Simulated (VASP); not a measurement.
# SnTe3 (Fm-3m) in VASP: further runs, part 2 of 2

VASP 6.6.1. The steps go on from the part before.

### 5 Single point, PBE

INCAR reads:

```
SYSTEM = SnTe3
  ALGO = Normal
  EDIFF = 1E-7
  ENCUT = 520
  GGA = PE
  ISIF = 2
  ISMEAR = 1
  LASPH = .TRUE.
  LCHARG = .FALSE.
  LREAL = .FALSE.
  LWAVE = .FALSE.
  NBANDS = 24
  NELM = 100
  PREC = Accurate
  SIGMA = 0.1
```

KPOINTS reads:

```
k-points
0
G
  10 10 10
  0 0 0
```

POSCAR reads:

```
SnTe3
1.0
    0.0000000000      3.8612190000      3.8612190000
    3.8612190000      0.0000000000      3.8612190000
    3.8612190000      3.8612190000      0.0000000000
Sn Te
1 3
Direct
    0.0000000000      0.0000000000      0.0000000000
    0.2500000000      0.2500000000      0.2500000000
    0.7500000000      0.7500000000      0.7500000000
    0.5000000000      0.5000000000      0.5000000000
```

Potentials or basis: VASP PAW PBE potentials, release 64 (Sn_d, Te).

Launch:

```bash
cat potpaw_PBE.64/Sn_d/POTCAR potpaw_PBE.64/Te/POTCAR > POTCAR
mpirun -np 1 vasp_std > vasp.out
```

OUTCAR:

```text
SYSTEM = SnTe3
   EDIFF = 1E-7
   ENCUT = 520
   GGA = PE
   ISIF = 2
   ISMEAR = 1
   LASPH = .TRUE.
   LREAL = .FALSE.
   NELM = 100
   PREC = Accurate

 ion  position               nearest neighbor table
   1  0.000  0.000  0.000-   3 3.34   3 3.34   3 3.34   2 3.34   3 3.34   2 3.34   2 3.34   2 3.34

   2  0.250  0.250  0.250-   1 3.34   1 3.34   1 3.34   1 3.34   4 3.34   4 3.34   4 3.34   4 3.34

   3  0.750  0.750  0.750-   4 3.34   4 3.34   4 3.34   1 3.34   4 3.34   1 3.34   1 3.34   1 3.34

   4  0.500  0.500  0.500-   2 3.34   2 3.34   2 3.34   2 3.34   3 3.34   3 3.34   3 3.34   3 3.34

  LATTYP: Found a face centered cubic cell.
 ALAT       =     7.7224380000

  Lattice vectors:

 A1 = (   0.0000000000,   3.8612190000,   3.8612190000)
 A2 = (   3.8612190000,   0.0000000000,   3.8612190000)
 A3 = (   3.8612190000,   3.8612190000,   0.0000000000)

Analysis of symmetry for initial positions (statically):
=====================================================================
 Subroutine PRICEL returns:
[... 173 lines left out ...]

  energy without entropy =      -12.63368413  energy(sigma->0) =      -12.63435360

 E-fermi :   7.5769     XC(G=0): -10.0329

 val. band max:        7.5634351938   @ k =  -0.2000   0.2000   0.0000
 cond. band min:       7.5816513320   @ k =   0.2000   0.0000   0.0000
 fundamental gap:      0.0182161382
 Fermi energy:         7.5768959608

 k-point     1 :       0.0000    0.0000    0.0000
  band No.  band energies     occupation
      1     -13.9199      2.00000
      2     -13.9199      2.00000
      3     -13.9199      2.00000
      4     -13.9166      2.00000
      5     -13.9166      2.00000
      6      -5.7432      2.00000
[... 637 lines left out ...]
     23      14.6262      0.00000
     24      14.8056      0.00000

 [... further k-points ...]

------------------------ aborting loop because EDIFF is reached ----------------------------------------

  FORCE on cell =-STRESS in cart. coord.  units (eV):
  Direction    XX          YY          ZZ          XY          YZ          ZX
  --------------------------------------------------------------------------------------
  -------------------------------------------------------------------------------------
  Total       -0.0426073     -0.0426073     -0.0426073      0.0000000      0.0000000     -0.0000000
  in kB       -0.5929135     -0.5929135     -0.5929135      0.0000000      0.0000000     -0.0000000
  external PRESSURE =      -0.5929135 kB  Pullay stress =       0.0000000 kB

 VOLUME and BASIS-vectors are now :
 -----------------------------------------------------------------------------
  energy-cutoff  :      520.00
  volume of cell :      115.13
      direct lattice vectors                 reciprocal lattice vectors
     0.000000000  3.861219000  3.861219000    -0.129492785  0.129492785  0.129492785
     3.861219000  0.000000000  3.861219000     0.129492785 -0.129492785  0.129492785
     3.861219000  3.861219000  0.000000000     0.129492785  0.129492785 -0.129492785

 POSITION                                       TOTAL-FORCE (eV/Angst)
 -----------------------------------------------------------------------------------
      0.00000      0.00000      0.00000        -0.000000     -0.000000      0.000000
      1.93061      1.93061      1.93061         0.000000      0.000000      0.000000
      5.79183      5.79183      5.79183        -0.000000     -0.000000     -0.000000
      3.86122      3.86122      3.86122        -0.000000     -0.000000      0.000000
 -----------------------------------------------------------------------------------
    total drift:                               -0.000000      0.000000      0.000000

  FREE ENERGIE OF THE ION-ELECTRON SYSTEM (eV)
  ---------------------------------------------------
  free  energy   TOTEN  =       -12.6346883376 eV

  energy  without entropy=      -12.6336841329  energy(sigma->0) =      -12.63435360
```

It took 1.9 min on 1 thread of AMD EPYC 7R43 (Zen 3), shared host; peak memory 0.29 GiB.

What came out:

| Item | Value |
| --- | --- |
| Free energy | -12.6347 eV |
| Pressure | -0.1 GPa |
| Band gap on the k mesh | zero (band 16 reaches 8.11 eV, above the bottom of band 17 at 5.88 eV) |

Levels at points of the mesh, in eV from the Fermi level:
```csv
k point,band 12,band 13,band 14,band 15,band 16,band 17,band 18,band 19,band 20,band 21
"(0.00, 0.00, 0.00)",-3.16,-3.14,-3.14,-3.14,-1.70,-1.70,-1.70,3.23,3.23,4.23
"(0.50, 0.00, 0.00)",-3.28,-3.28,-1.88,-1.80,0.53,0.53,1.42,1.95,1.95,3.47
"(0.50, 0.50, 0.00)",-1.39,-0.81,-0.45,-0.45,0.17,0.33,0.33,2.25,3.43,3.43
```

Caveat: spin-orbit coupling is left out, which moves the levels of the heavy elements.

### 6 Single point, PBE

INCAR reads:

```
ALGO     = Normal         # electronic algorithm
EDIFF    = 1E-7           # SCF threshold, eV
ENCUT    = 520            # plane-wave cutoff, eV
GGA      = PE             # functional
ISIF     = 2              # what is computed and relaxed
ISMEAR   = 1              # smearing method
LASPH    = T              # aspherical terms in the spheres
LCHARG   = F              # write CHGCAR
LREAL    = F              # projectors in reciprocal space
LWAVE    = F              # write WAVECAR
NBANDS   = 24             # bands
NELM     = 60             # most SCF steps
PREC     = Accurate       # precision mode
SIGMA    = 0.2            # smearing width, eV
```

KPOINTS reads:

```
k-points
0
Gamma
  10 10 10
```

POSCAR is that of step 5.

Potentials or basis: VASP PAW PBE potentials, release 64 (Sn_d, Te).

Launch:

```bash
cat potpaw_PBE.64/Sn_d/POTCAR potpaw_PBE.64/Te/POTCAR > POTCAR
mpirun -np 1 vasp_std > vasp.out
```

It took 2.5 min on 1 thread of AMD EPYC 7R43 (Zen 3), shared host; peak memory 0.29 GiB.

The run converged. Its results:

| Property | Result |
| --- | --- |
| Free energy | -12.6339 eV |
| Pressure | -0.1 GPa |
| Band gap on the k mesh | zero (band 16 reaches 8.11 eV, above the bottom of band 17 at 5.88 eV) |

Levels at points of the mesh, in eV from the Fermi level:
```csv
k point,band 12,band 13,band 14,band 15,band 16,band 17,band 18,band 19,band 20,band 21
"(0.00, 0.00, 0.00)",-3.17,-3.15,-3.15,-3.15,-1.71,-1.71,-1.71,3.22,3.22,4.22
"(0.50, 0.00, 0.00)",-3.29,-3.29,-1.89,-1.81,0.52,0.52,1.41,1.94,1.94,3.46
"(0.50, 0.50, 0.00)",-1.41,-0.82,-0.46,-0.46,0.16,0.31,0.31,2.24,3.42,3.42
```

Caveat: spin-orbit coupling is left out, which moves the levels of the heavy elements.

### 7 Overview

```csv
smearing,gap on the mesh (eV),pressure (GPa)
fermi-dirac 0.2 eV,none,0.2
fermi-dirac 0.3 eV,none,0.7
fermi-dirac 0.5 eV,none,1.8
methfessel-paxton 0.1 eV,none,-0.1
methfessel-paxton 0.2 eV,none,-0.1
```

Alike in all rows: task single point; level PBE; potentials or basis VASP PAW PBE potentials, release 64 (Sn_d, Te); no spin polarisation; cell as given; k mesh 10 × 10 × 10; cutoff (eV) 520.

Every run on the cell as given and a fine mesh finds a metal.

Caveats: spin-orbit coupling is left out, which moves the levels of the heavy elements.

Absolute energies hang on the potentials; compare differences alone.
